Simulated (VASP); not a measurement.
Nb: single point with PBE

The system is Nb.

```
Nb
1.0
    -1.28109    1.68668    1.68668
     1.68668   -1.28109    1.68668
     1.68668    1.68668   -1.28109
Nb
1
Direct
  0.00000 0.00000 0.00000
```

This cell differs from its parent crystal: ratio of the length along [111] to the lengths across it x 1.41, volume and fractional coordinates fixed.

```yaml
Program: VASP 6.6.1
Task: single point
Functional: PBE
Potentials_or_basis: VASP PAW PBE potentials, release 64 (Nb_sv)
Cutoff: 520 eV
k_mesh: 22 × 22 × 22
Occupations: gaussian, width 0.15 eV
Spin: no spin polarisation
Dipole_correction: no
Further_INCAR_settings: ALGO = Fast; EDIFF = 1e-06; NBANDS = 12
```

| Quantity | Value |
| --- | --- |
| Pressure | 4.0 GPa |
| Band gap on the k mesh | zero (an odd number of electrons rules out a gap without spin polarisation) |

Stress tensor (GPa, compression positive):
```
  4.00 -11.16 -11.16
-11.16   4.00 -11.16
-11.16 -11.16   4.00
```

Levels at points of the mesh, in eV from the Fermi level:
```
           k point  band 4  band 5  band 6  band 7  band 8  band 9  band 10  band 11
(0.00, 0.00, 0.00)  -29.69   -5.93   -2.07   -2.07    3.47    4.51     4.51    13.37
(0.50, 0.00, 0.00)  -29.62   -3.33   -2.12    0.91    3.39    3.50     4.77    10.81
(0.50, 0.50, 0.00)  -29.66   -4.18   -1.71    2.69    3.25    3.96     7.31     8.95
(0.50, 0.50, 0.50)  -30.59   -3.62   -3.62    0.69    7.23    7.23     7.34    10.71
```

It took 2.8 min on 1 thread of AMD EPYC 9R14 (Zen 4) (shared host), peak memory 0.28 GiB.

Caveat: the cell stands under pressure.
